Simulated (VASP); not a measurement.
# Ti6O (P-31m) in VASP: notebook

Runs on Ti6O. Level: PBEsol. Tasks: single point.

Everything below comes from runs of VASP 6.6.1. Logs are shortened: lines on timing, memory, paths and dates and some standing lists are left out, and cuts for length are marked.

## Step 1: The cell of the first run

The structure is trigonal, space group P-31m (No. 162). Conventional cell: a = 5.052 Å, b = 5.052 Å, c = 4.690 Å, α = 90.00°, β = 90.00°, γ = 120.00°. Ti (site symmetry m) has 1 O at 2.07 Å within 2.7 Å. Within 2.7 Å of O (site symmetry -3m) lie 6 Ti at 2.07 Å.

## Step 2: Single point, PBEsol

Input file INCAR:

```
PREC = Accurate
ENCUT = 520
EDIFF = 1E-7
ISMEAR = 0
SIGMA = 0.1
LREAL = F
LASPH = T
NELM = 60
ALGO = Normal
ISIF = 2
LWAVE = F
LCHARG = F
GGA = PS
NBANDS = 48
```

Input file KPOINTS:

```
regular mesh
0
Gamma
  12 12 8
```

Input file POSCAR:

```
Ti6O
1.0
    5.0524252047      0.0000000000      0.0000000000
   -2.5262126024      4.3755285780      0.0000000000
    0.0000000000      0.0000000000      4.6904539502
Ti O
6 1
Direct
    0.3313261844      0.0000000000      0.2594789575
    0.0000000000      0.3313261844      0.2594789575
    0.6686738156      0.6686738156      0.2594789575
    0.0000000000      0.6686738156      0.7405210425
    0.6686738156      0.0000000000      0.7405210425
    0.3313261844      0.3313261844      0.7405210425
    0.0000000000      0.0000000000      0.0000000000
```

Potentials or basis: VASP PAW PBE potentials, release 64 (Ti_sv, O).

On the command line:

```bash
$ cat potpaw_PBE.64/Ti_sv/POTCAR potpaw_PBE.64/O/POTCAR > POTCAR
$ mpirun -np 1 vasp_std > vasp.out
```

OUTCAR:

```text
PREC = Accurate
   ENCUT = 520
   EDIFF = 1E-7
   ISMEAR = 0
   LREAL = F
   LASPH = T
   NELM = 60
   ISIF = 2
   GGA = PS

 ion  position               nearest neighbor table
   1  0.331  0.000  0.259-   7 2.07   4 2.81   6 2.81   5 2.83   3 2.90   2 2.90
   2  0.000  0.331  0.259-   7 2.07   5 2.81   6 2.81   4 2.83   3 2.90   1 2.90
   3  0.669  0.669  0.259-   7 2.07   4 2.81   5 2.81   6 2.83   1 2.90   2 2.90
   4  0.000  0.669  0.741-   7 2.07   1 2.81   3 2.81   2 2.83   6 2.90   5 2.90
   5  0.669  0.000  0.741-   7 2.07   2 2.81   3 2.81   1 2.83   6 2.90   4 2.90
   6  0.331  0.331  0.741-   7 2.07   2 2.81   1 2.81   3 2.83   5 2.90   4 2.90
   7  0.000  0.000  0.000-   3 2.07   6 2.07   5 2.07   1 2.07   2 2.07   4 2.07

  LATTYP: Found a hexagonal cell.
 ALAT       =     5.0524252047
 C/A-ratio  =     0.9283569296

  Lattice vectors:

 A1 = (   5.0524252047,   0.0000000000,   0.0000000000)
 A2 = (  -2.5262126024,   4.3755285780,   0.0000000000)
 A3 = (   0.0000000000,   0.0000000000,   4.6904539502)

Analysis of symmetry for initial positions (statically):
=====================================================================
 Subroutine PRICEL returns:
 Original cell was already a primitive cell.

 Routine SETGRP: Setting up the symmetry group for a
 hexagonal supercell.

 Subroutine GETGRP returns: Found 12 space group operations
 (whereof 12 operations were pure point group operations)
 out of a pool of 24 trial point group operations.

The static configuration has the point symmetry D_3d.

Analysis of symmetry for dynamics (positions and initial velocities):
=====================================================================
 Subroutine PRICEL returns:
 Original cell was already a primitive cell.

 Routine SETGRP: Setting up the symmetry group for a
 hexagonal supercell.

 Subroutine GETGRP returns: Found 12 space group operations
 (whereof 12 operations were pure point group operations)
 out of a pool of 24 trial point group operations.

The dynamic configuration has the point symmetry D_3d.

 Subroutine INISYM returns: Found 12 space group operations
 (whereof 12 operations are pure point group operations),
 and found     1 'primitive' translations

----------------------------------------------------------------------------------------

                                     Primitive cell

  volume of cell :     103.6920

  direct lattice vectors                    reciprocal lattice vectors
     5.052425205  0.000000000  0.000000000     0.197924751  0.114271908  0.000000000
    -2.526212602  4.375528578  0.000000000     0.000000000  0.228543816  0.000000000
     0.000000000  0.000000000  4.690453950     0.000000000  0.000000000  0.213198980

  length of vectors
     5.052425205  5.052425205  4.690453950     0.228543816  0.228543816  0.213198980

  position of ions in fractional coordinates (direct lattice)
     0.331326184  0.000000000  0.259478958
     1.000000000  0.331326184  0.259478958
     0.668673816  0.668673816  0.259478958
     1.000000000  0.668673816  0.740521042
     0.668673816  0.000000000  0.740521042
     0.331326184  0.331326184  0.740521042
     0.000000000  0.000000000  0.000000000

  ion indices of the primitive-cell ions
   primitive index   ion index
                 1           1
                 2           2
                 3           3
                 4           4
                 5           5
                 6           6
                 7           7

----------------------------------------------------------------------------------------

 KPOINTS: regular mesh

Automatic generation of k-mesh.
 Grid dimensions read from file:
 generate k-points for:   12   12    8

 Generating k-lattice:

  Cartesian coordinates                     Fractional coordinates (reciprocal lattice)
     0.016493729  0.009522659  0.000000000     0.083333333  0.000000000  0.000000000
     0.000000000  0.019045318  0.000000000     0.000000000  0.083333333  0.000000000
     0.000000000  0.000000000  0.026649873     0.000000000  0.000000000  0.125000000

  Length of vectors
     0.019045318  0.019045318  0.026649873

  Shift w.r.t. Gamma in fractional coordinates (k-lattice)
     0.000000000  0.000000000  0.000000000

 Subroutine IBZKPT returns following result:
 ===========================================

 Found    131 irreducible k-points:

 Following reciprocal coordinates:
            Coordinates               Weight
  0.000000  0.000000  0.000000      1.000000
  0.083333 -0.000000  0.000000      6.000000
  0.166667 -0.000000  0.000000      6.000000
  0.250000  0.000000  0.000000      6.000000
  0.333333 -0.000000  0.000000      6.000000
  0.416667  0.000000  0.000000      6.000000
[... 16 lines left out ...]
  0.250000  0.000000  0.125000     12.000000
  0.333333 -0.000000  0.125000     12.000000
 [... further k-points ...]
   k-points           NKPTS =    131   k-points in BZ     NKDIM =    131   number of bands    NBANDS=     48
   number of dos      NEDOS =    301   number of ions     NIONS =      7
   total plane-waves  NPLWV =  57600
   dimension x,y,z NGX =    40 NGY =   40 NGZ =   36
   dimension x,y,z NGXF=    80 NGYF=   80 NGZF=   72
   ions per type =               6   1
   NGX,Y,Z   is equivalent  to a cutoff of  13.16, 13.16, 12.76 a.u.
   NGXF,Y,Z  is equivalent  to a cutoff of  26.32, 26.32, 25.52 a.u.
 SYSTEM =  unknown system
   PREC   = accura    normal or accurate (medium, high low for compatibility)
   ISTART =      0    job   : 0-new  1-cont  2-samecut
   ICHARG =      2    charge: 1-file 2-atom 10-const
   ISPIN  =      1    spin polarized calculation?
   LNONCOLLINEAR =      F non collinear calculations
   LSORBIT =      F    spin-orbit coupling
   LASPH  =      T    aspherical Exc in radial PAW
   ENCUT  =  520.0 eV  38.22 Ry    6.18 a.u.   9.39  9.39  8.72*2*pi/ulx,y,z
   NELM   =     60;   NELMIN=  2; NELMDL= -5     # of ELM steps
   EDIFF  = 0.1E-06   stopping-criterion for ELM
   LREAL  =      F    real-space projection
   EDIFFG = 0.1E-05   stopping-criterion for IOM
   NSW    =      0    number of steps for IOM
   IBRION =     -1    ionic relax: 0-MD 1-quasi-New 2-CG
   NFREE  =      0    steps in history (QN), initial steepest desc. (CG)
   ISIF   =      2    stress and relaxation
   ISYM   =      2    0-nonsym 1-usesym 2-fastsym
   POTIM  = 0.5000    time-step for ionic-motion
   TEBEG  =    0.0;   TEEND  =   0.0 temperature during run
   PSTRESS=    0.0 pullay stress
   NELECT =      78.0000    total number of electrons
   NUPDOWN=      -1.0000    fix difference up-down
   EMIN   =  10.00;   EMAX   =-10.00  energy-range for DOS
   EFERMI =   0.00;   METHOD = LEGACY
   ISMEAR =     0;   SIGMA  =   0.10  broadening in eV -4-tet -1-fermi 0-gaus
   EFERMI_NEDOS =   21; number of points for ismear=-14 and -15
   IALGO  =     38    algorithm
   IMIX   =      4    mixing-type and parameters
     AMIX     =   0.40;   BMIX     =  1.00
     AMIX_MAG =   1.60;   BMIX_MAG =  1.00
  volume/ion in A,a.u.               =      14.81        99.96
  Fermi-wavevector in a.u.,A,eV,Ry     =   1.488874  2.813564 30.160656  2.216746
  Thomas-Fermi vector in A             =   2.601854
   LORBIT       =      0    0 simple, 1 ext, 2 COOP (PROOUT), +10 PAW based schemes
   GGA     = PS    functional components
   LHFCALC =     F    Hartree Fock is set to
   AEXX    =    0.0000 exact exchange contribution
   IVDW    =     0    specifies the selected vdW correction
   LEPSILON=     F    determine dielectric tensor
   LRPA    =     F    only Hartree local field effects (RPA)
 non-spin polarized calculation
 Gauss-broadening in eV      SIGMA  =   0.10
  energy-cutoff  :      520.00
  volume of cell :      103.69
 maximum number of plane-waves:      2813
 NGX is ok and might be reduce to    40
   NGX = 19   NGY = 19   NGZ = 17

 number of electron      78.0000008 magnetization

 Free energy of the ion-electron system (eV)
  ---------------------------------------------------
  ext. energy  EPLUGINS =         0.00000000
  ---------------------------------------------------
  free energy    TOTEN  =       -61.24730453 eV

  energy without entropy =      -61.22430771  energy(sigma->0) =      -61.23580612

 E-fermi :   8.7969     XC(G=0): -12.0252

 val. band max:        8.7956764519   @ k =   0.0000   0.0000   0.0000
 cond. band min:       8.7972769128   @ k =   0.1667   0.0833   0.3750
 fundamental gap:      0.0016004609
 Fermi energy:         8.7969382296

 k-point     1 :       0.0000    0.0000    0.0000
  band No.  band energies     occupation
      1     -47.7828      2.00000
      2     -47.6384      2.00000
      3     -47.6210      2.00000
      4     -47.6210      2.00000
      5     -47.6156      2.00000
      6     -47.6156      2.00000
[... 40 lines left out ...]
     47      10.4640      0.00000
     48      10.4674      0.00000

 k-point     2 :       0.0833   -0.0000    0.0000
  band No.  band energies     occupation
      1     -47.7802      2.00000
      2     -47.6373      2.00000
      3     -47.6273      2.00000
      4     -47.6263      2.00000
      5     -47.6119      2.00000
      6     -47.6114      2.00000
[... 40 lines left out ...]
     47      10.3617      0.00000
     48      10.3882      0.00000

 k-point     3 :       0.1667   -0.0000    0.0000
  band No.  band energies     occupation
      1     -47.7727      2.00000
      2     -47.6385      2.00000
      3     -47.6345      2.00000
      4     -47.6336      2.00000
      5     -47.6085      2.00000
      6     -47.6070      2.00000
[... 1060 lines left out ...]
     47      10.2338      0.00000
     48      10.5382      0.00000

 k-point    24 :       0.3333   -0.0000    0.1250
  band No.  band energies     occupation
      1     -47.7410      2.00000
      2     -47.6669      2.00000
      3     -47.6454      2.00000
      4     -47.6279      2.00000
      5     -47.6074      2.00000
      6     -47.6066      2.00000
[... 40 lines left out ...]
     47      10.3165      0.00000
     48      10.7676      0.00000

 [... further k-points ...]

------------------------ aborting loop because EDIFF is reached ----------------------------------------

  FORCE on cell =-STRESS in cart. coord.  units (eV):
  Direction    XX          YY          ZZ          XY          YZ          ZX
  --------------------------------------------------------------------------------------
  -------------------------------------------------------------------------------------
  Total       -0.0441760     -0.0441760     -0.0027397      0.0000000     -0.0000000     -0.0000000
  in kB       -0.6825776     -0.6825776     -0.0423316      0.0000000     -0.0000000     -0.0000000
  external PRESSURE =      -0.4691622 kB  Pullay stress =       0.0000000 kB

 VOLUME and BASIS-vectors are now :
 -----------------------------------------------------------------------------
  energy-cutoff  :      520.00
  volume of cell :      103.69
      direct lattice vectors                 reciprocal lattice vectors
     5.052425205  0.000000000  0.000000000     0.197924751  0.114271908  0.000000000
    -2.526212602  4.375528578  0.000000000     0.000000000  0.228543816  0.000000000
     0.000000000  0.000000000  4.690453950     0.000000000  0.000000000  0.213198980

 POSITION                                       TOTAL-FORCE (eV/Angst)
 -----------------------------------------------------------------------------------
      1.67400      0.00000      1.21707         0.027880     -0.000000      0.022283
     -0.83700      1.44973      1.21707        -0.013940      0.024145      0.022283
      1.68921      2.92580      1.21707        -0.013940     -0.024145      0.022283
     -1.68921      2.92580      3.47338         0.013940     -0.024145     -0.022283
      3.37842      0.00000      3.47338        -0.027880     -0.000000     -0.022283
      0.83700      1.44973      3.47338         0.013940      0.024145     -0.022283
      0.00000      0.00000      0.00000        -0.000000     -0.000000      0.000000
 -----------------------------------------------------------------------------------
    total drift:                                0.000000     -0.000000     -0.000000

  FREE ENERGIE OF THE ION-ELECTRON SYSTEM (eV)
  ---------------------------------------------------
  free  energy   TOTEN  =       -61.2473045282 eV

  energy  without entropy=      -61.2243077063  energy(sigma->0) =      -61.23580612
```

Wall time 7.1 min (1 thread of AMD EPYC 9R45 (Zen 5), shared host); peak memory 0.53 GiB.

What came out:

```
Free energy            : -61.2473 eV
Pressure               : 0.0 GPa
Largest force          : 0.036 eV/Å
Band gap on the k mesh : zero (bands 39 and 40 overlap by 0.53 eV)
```

Forces on the atoms (eV/Å):
```
Ti   0.028  0.000  0.022
Ti  -0.014  0.024  0.022
Ti  -0.014 -0.024  0.022
Ti   0.014 -0.024 -0.022
Ti  -0.028  0.000 -0.022
Ti   0.014  0.024 -0.022
O    0.000  0.000  0.000
```

Levels at points of the mesh, in eV from the Fermi level:
| k point | band 35 | band 36 | band 37 | band 38 | band 39 | band 40 | band 41 | band 42 | band 43 | band 44 |
| --- | --- | --- | --- | --- | --- | --- | --- | --- | --- | --- |
| (0.00, 0.00, 0.00) | -1.16 | -0.98 | -0.98 | 0.00 | 0.17 | 0.17 | 0.67 | 0.67 | 0.87 | 1.17 |
| (0.50, 0.00, 0.00) | -1.11 | -1.10 | -1.10 | -0.59 | -0.28 | 0.50 | 0.67 | 0.76 | 0.83 | 1.07 |
| (0.00, 0.00, 0.50) | -1.01 | -0.49 | -0.49 | -0.41 | -0.26 | -0.26 | 0.24 | 0.24 | 0.49 | 0.66 |
| (0.50, 0.00, 0.50) | -0.74 | -0.68 | -0.66 | -0.47 | -0.42 | -0.23 | 0.19 | 0.63 | 0.92 | 1.37 |

Caveat: the PAW data sets were made with another functional, which shifts forces and pressure a little.

## Step 3: Single point, PBEsol

Input file INCAR:

```
SYSTEM = Ti6O
  PREC = Accurate
  ENCUT = 520
  EDIFF = 1E-7
  ISMEAR = 0
  SIGMA = 0.15
  LREAL = .False.
  LASPH = .True.
  NELM = 60
  ALGO = Normal
  ISIF = 2
  LWAVE = .False.
  LCHARG = .False.
  GGA = PS
  NBANDS = 48
```

Input file KPOINTS:

```
regular mesh
0
Gamma
  12 12 8
  0 0 0
```

POSCAR, as its differences from that of step 2:

```diff
@@ -11,3 +11,3 @@
     0.6686738156      0.6686738156      0.2594789575
-    0.0000000000      0.6686738156      0.7405210425
+    1.0000000000      0.6686738156      0.7405210425
     0.6686738156      0.0000000000      0.7405210425
```

Potentials or basis: VASP PAW PBE potentials, release 64 (Ti_sv, O).

On the command line:

```bash
$ cat potpaw_PBE.64/Ti_sv/POTCAR potpaw_PBE.64/O/POTCAR > POTCAR
$ mpirun -np 1 vasp_std > vasp.out
```

It took 8.1 min on 1 thread of AMD EPYC 9R45 (Zen 5), shared host; peak memory 0.53 GiB.

Results (log left out):

```yaml
Free_energy: -61.2623 eV
Pressure: 0.0 GPa
Largest_force: 0.027 eV/Å
Band_gap_on_the_k_mesh: zero (bands 39 and 40 overlap by 0.53 eV)
```

Forces on the atoms (eV/Å):
```
Ti   0.021  0.000  0.018
Ti  -0.010  0.018  0.018
Ti  -0.010 -0.018  0.018
Ti   0.010 -0.018 -0.018
Ti  -0.021  0.000 -0.018
Ti   0.010  0.018 -0.018
O    0.000  0.000  0.000
```

Stress tensor (GPa, compression positive):
```
-0.08  0.00  0.00
 0.00 -0.08  0.00
 0.00  0.00  0.08
```

Levels at points of the mesh, in eV from the Fermi level:
```tsv
k point	band 35	band 36	band 37	band 38	band 39	band 40	band 41	band 42	band 43	band 44
(0.00, 0.00, 0.00)	-1.16	-0.98	-0.98	0.00	0.17	0.17	0.67	0.67	0.87	1.17
(0.50, 0.00, 0.00)	-1.11	-1.10	-1.10	-0.59	-0.28	0.50	0.67	0.76	0.83	1.07
(0.00, 0.00, 0.50)	-1.01	-0.49	-0.49	-0.41	-0.27	-0.27	0.24	0.24	0.49	0.66
(0.50, 0.00, 0.50)	-0.74	-0.68	-0.66	-0.47	-0.42	-0.23	0.19	0.63	0.92	1.37
```

Caveat: the PAW data sets were made with another functional, which shifts forces and pressure a little.
